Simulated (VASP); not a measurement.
Set up this calculation in VASP 6.6.1, as the native input.

| Item | Value |
| --- | --- |
| Task | single point |
| Functional | PBE |
| Potentials or basis | VASP PAW PBE potentials, release 64 (Ce) |
| Cutoff | 520 eV |
| k mesh | 9 × 9 × 9 |
| Occupations | fermi-dirac, width 0.05 eV |
| Spin | no spin polarisation |
| Dipole correction | no |
| Further INCAR settings | ALGO = Normal; EDIFF = 1e-06; NBANDS = 12 |

The structure of Ce lies in POSCAR:

```
Ce
1.0
    0.0000000000      2.5806000000      2.5806000000
    2.5806000000      0.0000000000      2.5806000000
    2.5806000000      2.5806000000      0.0000000000
Ce
1
Direct
    0.0000000000      0.0000000000      0.0000000000
```

These files were run (other wordings do the same):

INCAR

```
PREC = Accurate
ENCUT = 520
EDIFF = 1E-6
ISMEAR = -1
SIGMA = 0.05
LREAL = F
LASPH = T
NELM = 60
ALGO = Normal
ISIF = 2
LWAVE = F
LCHARG = F
GGA = PE
NBANDS = 12
```

KPOINTS

```
Automatic mesh
0
Gamma
  9 9 9
```

Potentials or basis: VASP PAW PBE potentials, release 64 (Ce).

Launch:

```console
$ cat potpaw_PBE.64/Ce/POTCAR > POTCAR
$ mpirun -np 1 vasp_std > vasp.out
```

Results of the run:

```yaml
Pressure: -6.1 GPa
Band_gap_on_the_k_mesh: zero (bands 6 and 7 overlap by 0.32 eV)
```

Caveat: the cell stands under tension; spin-orbit coupling is left out, which moves the levels of the heavy elements; semilocal functionals describe open f shells poorly, which spoils levels, moments and volumes.

It took 23 s on 1 thread of Intel(R) Xeon(R) Platinum 8259CL CPU @ 2.50GHz (Skylake/Cascade Lake), with other jobs on the host, peak memory 0.17 GiB.
